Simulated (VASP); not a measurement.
# SiO2 (P-4m2) in VASP: phonons with PBE+D3(BJ)

Aim: the phonons of SiO2 with PBE+D3(BJ).

Everything below comes from runs of VASP 6.6.1. Logs are shortened: lines on timing, memory, paths and dates and some standing lists are left out, and cuts for length are marked.

### Step 1. The cell of the first run

Symmetry: P-4m2, No. 115, tetragonal system. Conventional cell: a = 2.826 Å, b = 2.826 Å, c = 4.216 Å, α = 90.00°, β = 90.00°, γ = 90.00°. Si (site symmetry -4m2) has 4 O at 1.65 Å within 2.2 Å. O (site symmetry 2mm) has 2 Si at 1.65 Å within 2.2 Å.

### Step 2. Phonons, PBE+D3(BJ)

File INCAR:

```
SYSTEM = SiO2
  PREC = Accurate
  ENCUT = 520
  EDIFF = 1E-8
  ISMEAR = 0
  SIGMA = 0.01
  LREAL = .FALSE.
  LASPH = .TRUE.
  NELM = 80
  ALGO = Normal
  ISIF = 2
  LWAVE = .FALSE.
  LCHARG = .FALSE.
  GGA = PE
  IVDW = 12
  IBRION = 6
  NFREE = 2
  POTIM = 0.015
  NSW = 1
```

File KPOINTS:

```
Automatic mesh
0
G
  8 8 6
  0 0 0
```

File POSCAR:

```
SiO2
1.0
    2.8258791914      0.0000000000      0.0000000000
    0.0000000000      2.8258791914      0.0000000000
    0.0000000000      0.0000000000      4.2162449462
Si O
1 2
Direct
    0.0000000000      0.0000000000      0.0000000000
    0.0000000000      0.5000000000      0.2035567054
    0.5000000000      0.0000000000      0.7964432946
```

Potentials or basis: VASP PAW PBE potentials, release 64 (Si, O).

Command:

```
cat potpaw_PBE.64/Si/POTCAR potpaw_PBE.64/O/POTCAR > POTCAR
mpirun -np 1 vasp_std > vasp.out
```

OUTCAR:

```text
SYSTEM = SiO2
   PREC = Accurate
   ENCUT = 520
   EDIFF = 1E-8
   ISMEAR = 0
   LREAL = .FALSE.
   LASPH = .TRUE.
   NELM = 80
   ISIF = 2
   GGA = PE
   IVDW = 12
   IBRION = 6
   NFREE = 2
   POTIM = 0.015
   NSW = 1
 IVDW          = 12

 ion  position               nearest neighbor table
   1  0.000  0.000  0.000-   2 1.65   3 1.65   2 1.65   3 1.65
   2  0.000  0.500  0.204-   1 1.65   1 1.65
   3  0.500  0.000  0.796-   1 1.65   1 1.65

  LATTYP: Found a simple tetragonal cell.
 ALAT       =     2.8258791914
 C/A-ratio  =     1.4920117459

  Lattice vectors:

 A1 = (   2.8258791914,   0.0000000000,   0.0000000000)
 A2 = (   0.0000000000,   2.8258791914,   0.0000000000)
 A3 = (   0.0000000000,   0.0000000000,   4.2162449462)

Analysis of symmetry for initial positions (statically):
=====================================================================
 Subroutine PRICEL returns:
 Original cell was already a primitive cell.

 Routine SETGRP: Setting up the symmetry group for a
 simple tetragonal supercell.

 Subroutine GETGRP returns: Found  8 space group operations
 (whereof  8 operations were pure point group operations)
 out of a pool of 16 trial point group operations.

The static configuration has the point symmetry D_2d.

Analysis of symmetry for dynamics (positions and initial velocities):
=====================================================================
 Subroutine PRICEL returns:
 Original cell was already a primitive cell.

 Routine SETGRP: Setting up the symmetry group for a
 simple tetragonal supercell.

 Subroutine GETGRP returns: Found  8 space group operations
 (whereof  8 operations were pure point group operations)
 out of a pool of 16 trial point group operations.

The dynamic configuration has the point symmetry D_2d.

 Subroutine INISYM returns: Found  8 space group operations
 (whereof  8 operations are pure point group operations),
 and found     1 'primitive' translations

----------------------------------------------------------------------------------------

                                     Primitive cell

  volume of cell :      33.6692

  direct lattice vectors                    reciprocal lattice vectors
     2.825879191  0.000000000  0.000000000     0.353872169  0.000000000  0.000000000
     0.000000000  2.825879191  0.000000000     0.000000000  0.353872169  0.000000000
     0.000000000  0.000000000  4.216244946     0.000000000  0.000000000  0.237177871

  length of vectors
     2.825879191  2.825879191  4.216244946     0.353872169  0.353872169  0.237177871

  position of ions in fractional coordinates (direct lattice)
     0.000000000  0.000000000  0.000000000
     0.000000000  0.500000000  0.203556705
     0.500000000  0.000000000  0.796443295

  ion indices of the primitive-cell ions
   primitive index   ion index
                 1           1
                 2           2
                 3           3

----------------------------------------------------------------------------------------

 KPOINTS: Automatic mesh

Automatic generation of k-mesh.
 Grid dimensions read from file:
 generate k-points for:    8    8    6

 Generating k-lattice:

  Cartesian coordinates                     Fractional coordinates (reciprocal lattice)
     0.044234021  0.000000000  0.000000000     0.125000000  0.000000000  0.000000000
     0.000000000  0.044234021  0.000000000     0.000000000  0.125000000  0.000000000
     0.000000000  0.000000000  0.039529645     0.000000000  0.000000000  0.166666667

  Length of vectors
     0.044234021  0.044234021  0.039529645

  Shift w.r.t. Gamma in fractional coordinates (k-lattice)
     0.000000000  0.000000000  0.000000000

[... 51 lines left out ...]
   LREAL  =      F    real-space projection
   EDIFFG = 0.1E-06   stopping-criterion for IOM
   NSW    =     73    number of steps for IOM
   IBRION =      6    ionic relax: 0-MD 1-quasi-New 2-CG
   NFREE  =      2    steps in history (QN), initial steepest desc. (CG)
   ISIF   =      2    stress and relaxation
   ISYM   =      2    0-nonsym 1-usesym 2-fastsym
   POTIM  = 0.0150    time-step for ionic-motion
   TEBEG  =    0.0;   TEEND  =   0.0 temperature during run
   PSTRESS=    0.0 pullay stress
   NELECT =      16.0000    total number of electrons
   NUPDOWN=      -1.0000    fix difference up-down
   EMIN   =  10.00;   EMAX   =-10.00  energy-range for DOS
   EFERMI =   0.00;   METHOD = LEGACY
   ISMEAR =     0;   SIGMA  =   0.01  broadening in eV -4-tet -1-fermi 0-gaus
   EFERMI_NEDOS =   21; number of points for ismear=-14 and -15
   IALGO  =     38    algorithm
   IMIX   =      4    mixing-type and parameters
     AMIX     =   0.40;   BMIX     =  1.00
     AMIX_MAG =   1.60;   BMIX_MAG =  1.00
  volume/ion in A,a.u.               =      11.22        75.74
  Fermi-wavevector in a.u.,A,eV,Ry     =   1.277528  2.414178 22.205772  1.632078
  Thomas-Fermi vector in A             =   2.410123
   LORBIT       =      0    0 simple, 1 ext, 2 COOP (PROOUT), +10 PAW based schemes
   GGA     = PE    functional components
   LHFCALC =     F    Hartree Fock is set to
   AEXX    =    0.0000 exact exchange contribution
   IVDW    =    12    specifies the selected vdW correction
   LEPSILON=     F    determine dielectric tensor
   LRPA    =     F    only Hartree local field effects (RPA)
 finite differences with symmetry
 non-spin polarized calculation
 Gauss-broadening in eV      SIGMA  =   0.01
  energy-cutoff  :      520.00
  volume of cell :       33.67
 maximum number of plane-waves:       928
 NGX is ok and might be reduce to    24
   NGX = 11   NGY = 11   NGZ = 15

--------------------------------------- Ionic step        1  -------------------------------------------

 number of electron      16.0000009 magnetization

 Free energy of the ion-electron system (eV)
  ---------------------------------------------------
  ext. energy  EPLUGINS =         0.00000000
  ---------------------------------------------------
  free energy    TOTEN  =       -22.92995045 eV

  energy without entropy =      -22.92995045  energy(sigma->0) =      -22.92995045

------------------------ aborting loop because EDIFF is reached ----------------------------------------

 Edisp (eV)   -0.48581

 E8    (eV) :    -0.1653
[... 108 lines left out ...]
  FREE ENERGIE OF THE ION-ELECTRON SYSTEM (eV)
  ---------------------------------------------------
  free  energy   TOTEN  =       -23.4123824694 eV

  energy  without entropy=      -23.4123824694  energy(sigma->0) =      -23.41238247

[... ionic steps 4 to 8 ...]

--------------------------------------- Ionic step        9  -------------------------------------------

 number of electron      16.0000006 magnetization

------------------------ aborting loop because EDIFF is reached ----------------------------------------
[... 77 lines left out ...]
--------------------------------------- Ionic step       11  -------------------------------------------

 number of electron      16.0000009 magnetization

 Free energy of the ion-electron system (eV)
  ---------------------------------------------------
  ext. energy  EPLUGINS =         0.00000000
  ---------------------------------------------------
  free energy    TOTEN  =       -22.92758480 eV

  energy without entropy =      -22.92758480  energy(sigma->0) =      -22.92758480

 E-fermi :   2.4029     XC(G=0):  -9.9648

 val. band max:        2.2710716512   @ k =   0.5000   0.1250   0.5000
 cond. band min:       7.3660106637   @ k =   0.0000   0.0000   0.0000
 fundamental gap:      5.0949390125
 Fermi energy:         2.4029152888

 k-point     1 :       0.0000    0.0000    0.0000
  band No.  band energies     occupation
      1     -17.4965      2.00000
      2     -14.7545      2.00000
      3      -1.9938      2.00000
      4      -1.8659      2.00000
      5      -1.6609      2.00000
      6       0.7791      2.00000
      7       1.9250      2.00000
      8       1.9987      2.00000
      9       7.3660      0.00000
     10       9.0211      0.00000
     11      14.6824      0.00000
     12      17.8331      0.00000
[... 331 lines left out ...]
 k-point    24 :       0.5000    0.1250    0.1667
  band No.  band energies     occupation
      1     -15.8161      2.00000
      2     -15.3564      2.00000
      3      -5.0763      2.00000
      4      -1.9393      2.00000
      5      -1.8785      2.00000
      6       0.4501      2.00000
      7       1.0995      2.00000
      8       2.1126      2.00000
      9      11.3210      0.00000
     10      12.2605      0.00000
     11      12.5730      0.00000
     12      15.7313      0.00000

 [... further k-points ...]

------------------------ aborting loop because EDIFF is reached ----------------------------------------

 Edisp (eV)   -0.48564

 E8    (eV) :    -0.1653
[... 26 lines left out ...]
  FREE ENERGIE OF THE ION-ELECTRON SYSTEM (eV)
  ---------------------------------------------------
  free  energy   TOTEN  =       -23.4132215634 eV

  energy  without entropy=      -23.4132215634  energy(sigma->0) =      -23.41322156

 INTERNAL STRAIN TENSORS FROM DISPLACED ATOMS
 ============================================

 INTERNAL STRAIN TENSOR FOR ION    1 for displacements in x,y,z  (eV/Angst):
          X           Y           Z          XY          YZ          ZX
  --------------------------------------------------------------------------------
  x     0.00000     0.00000     0.00000     0.00000     0.00000   -22.68688
  y     0.00000     0.00000     0.00000     0.00000    22.68688     0.00000
  z   -24.54186    24.54186     0.00000     0.00000     0.00000     0.00000

 INTERNAL STRAIN TENSOR FOR ION    3 for displacements in x,y,z  (eV/Angst):
          X           Y           Z          XY          YZ          ZX
  --------------------------------------------------------------------------------
  x     0.00000     0.00000     0.00000     0.00000     0.00000    31.69906
  y     0.00000     0.00000     0.00000     0.00000     9.00859     0.00000
  z    27.23778     2.69243    17.01705     0.00000     0.00000     0.00000

 Eigenvectors and eigenvalues of the dynamical matrix
 ----------------------------------------------------

   1 f  =   27.059777 THz   170.021591 2PiTHz  902.616993 cm-1   111.910194 meV
             X         Y         Z           dx          dy          dz
      0.000000  0.000000  0.000000     0.380404    0.417405   -0.000000
      0.000000  1.412940  0.858245     0.049557   -0.607531    0.000000
      1.412940  0.000000  3.358000    -0.553678    0.054377    0.000000
[... 43 lines left out ...]
   9 f/i=    0.004526 THz     0.028437 2PiTHz    0.150966 cm-1     0.018717 meV
             X         Y         Z           dx          dy          dz
      0.000000  0.000000  0.000000     0.226859    0.645161    0.000000
      0.000000  1.412940  0.858245     0.171092    0.486808    0.000000
      1.412940  0.000000  3.358000     0.171177    0.486565    0.000000

 ELASTIC MODULI CONTR FROM IONIC RELAXATION (kBar)
 Direction    XX          YY          ZZ          XY          YZ          ZX
 --------------------------------------------------------------------------------
 XX       -1773.5642   -199.9287  -1122.0446      0.0000     -0.0000      0.0000
 YY        -199.9287  -1773.5642  -1122.0446      0.0000      0.0000      0.0000
 ZZ       -1122.0446  -1122.0446  -1275.8941      0.0000      0.0000      0.0000
 XY           0.0000      0.0000      0.0000      0.0000      0.0000      0.0000
 YZ          -0.0000      0.0000      0.0000      0.0000  -1618.5244     -0.0000
 ZX           0.0000      0.0000      0.0000      0.0000     -0.0000  -1618.5241
 --------------------------------------------------------------------------------
```

Run time: 3.4 min. Hardware: 1 thread of Intel Xeon Platinum 8375C at 2.90GHz (Ice Lake), shared host; peak memory 0.25 GiB.

What came out:

```
Highest phonon frequency at Γ, LO-TO splitting left out : 903 cm⁻¹
Dispersion energy per atom                              : -0.162 eV
```

Phonon frequencies in cm⁻¹ (negative: imaginary):
| q point | frequencies |
| --- | --- |
| (0.000, 0.000, 0.000) | 0 0 0 383 383 606 814 903 903 |
